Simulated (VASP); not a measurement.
Wanted: the native input for a VASP 6.6.1 run.

* Task: single point
* Functional: PBE
* Potentials or basis: VASP PAW PBE potentials, release 64 (Ir)
* Cutoff: 520 eV
* k mesh: 12 × 12 × 12
* Occupations: fermi-dirac, width 0.05 eV
* Spin: no spin polarisation
* Dipole correction: no
* Further INCAR settings: ALGO = Normal; EDIFF = 1e-07; NBANDS = 10

The structure of Ir lies in POSCAR:

```
Ir
1.0
    0.0000000000      1.9027432368      1.9027432368
    1.9027432368      0.0000000000      1.9027432368
    1.9027432368      1.9027432368      0.0000000000
Ir
1
Direct
    0.0000000000      0.0000000000      0.0000000000
```

One way to write it, as run:

INCAR

```
  ALGO = Normal
  EDIFF = 1E-7
  ENCUT = 520
  GGA = PE
  ISIF = 2
  ISMEAR = -1
  LASPH = True
  LCHARG = False
  LREAL = False
  LWAVE = False
  NBANDS = 10
  NELM = 80
  PREC = Accurate
  SIGMA = 0.05
```

KPOINTS

```
k-points
0
Gamma
  12 12 12
```

Potentials or basis: VASP PAW PBE potentials, release 64 (Ir).

Run with:

```sh
$ cat potpaw_PBE.64/Ir/POTCAR > POTCAR
$ mpirun -np 1 vasp_std > vasp.out
```

It gave:

* Pressure: 20.5 GPa

Wall time 3.9 s on 1 thread of Intel(R) Xeon(R) 6975P-C (Granite Rapids) (shared host), peak memory 0.13 GiB.
